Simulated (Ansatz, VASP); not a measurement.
Two plane-wave programs on Al

The input POSCAR:

```
Al
1.0
    2.7935792435      0.0000000000      0.0000000000
   -1.3967896217      2.4193105923      0.0000000000
    0.0000000000      0.0000000000      4.8341855930
Al
2
Direct
    0.3333333333      0.6666666667      0.2500000000
    0.6666666667      0.3333333333      0.7500000000
```

INCAR.step1

```
PREC     = Accurate       # precision mode
ENCUT    = 520            # plane-wave cutoff, eV
EDIFF    = 1E-5           # SCF threshold, eV
ISMEAR   = -1             # smearing method
SIGMA    = 0.05           # smearing width, eV
LREAL    = F              # projectors in reciprocal space
LASPH    = T              # aspherical terms in the spheres
NELM     = 80             # most SCF steps
ALGO     = Normal         # electronic algorithm
ISIF     = 2              # what is computed and relaxed
LWAVE    = T              # write WAVECAR
LCHARG   = F              # write CHGCAR
GGA      = PE             # functional
NBANDS   = 10             # bands
```

The input INCAR.step2:

```
PREC     = Accurate       # precision mode
ENCUT    = 520            # plane-wave cutoff, eV
EDIFF    = 1E-6           # SCF threshold, eV
ISMEAR   = -1             # smearing method
SIGMA    = 0.05           # smearing width, eV
LREAL    = F              # projectors in reciprocal space
LASPH    = T              # aspherical terms in the spheres
NELM     = 80             # most SCF steps
ALGO     = Normal         # electronic algorithm
ISIF     = 2              # what is computed and relaxed
LWAVE    = F              # write WAVECAR
LCHARG   = F              # write CHGCAR
GGA      = PE             # functional
LHFCALC  = T              # exact exchange
AEXX     = 0.25           # exact-exchange fraction
PRECFOCK = Normal       
ISTART   = 1            
NBANDS   = 10             # bands
```

Contents of KPOINTS:

```
Automatic mesh
0
Gamma
  6 6 4
```

input.yaml

```yaml
crystal:
  lattice:
    - [2.7935792435, 0.0, 0.0]
    - [-1.3967896217, 2.4193105923, 0.0]
    - [0.0, 0.0, 4.834185593]
  atoms:
    - { symbol: Al, position: [0.3333333333, 0.6666666667, 0.25] }
    - { symbol: Al, position: [0.6666666667, 0.3333333333, 0.75] }
hamiltonian:
  xc: pbe0
  pseudopotentials: { kind: paw }
kpoints:
  mp_grid: { grid: [6, 6, 4] }
scf:
  occupations: { method: fermi_dirac, width: 0.05 }
output:
  forces: true
  stress: true
  eigenvalues: true
```

Alike in both runs: task single point; functional PBE0; k mesh 6 × 6 × 4; occupations fermi-dirac, width 0.05 eV; no spin polarisation.

```csv
,VASP,Ansatz
version,VASP 6.6.1,Ansatz 0.2.0
potentials or method,"VASP PAW PBE potentials, release 64 (Al)",Ansatz PAW
plane-wave cutoff (eV),520,420
valence electrons in the cell,6,6
```

```tsv
	VASP	Ansatz	Ansatz less VASP
gap on the k mesh at the Fermi level (eV)	none	none	-
pressure (GPa)	1.7	1.7	+0.01
traceless stress, the component that is largest in VASP (GPa)	-2.64	-2.61	+0.031
```

A gap of «none» marks a metal or a gap that the smearing closes. The functional is the same, so the differences come from potentials, cutoffs and numerics.

The k mesh is coarse, so the values compare programs but aren't converged.
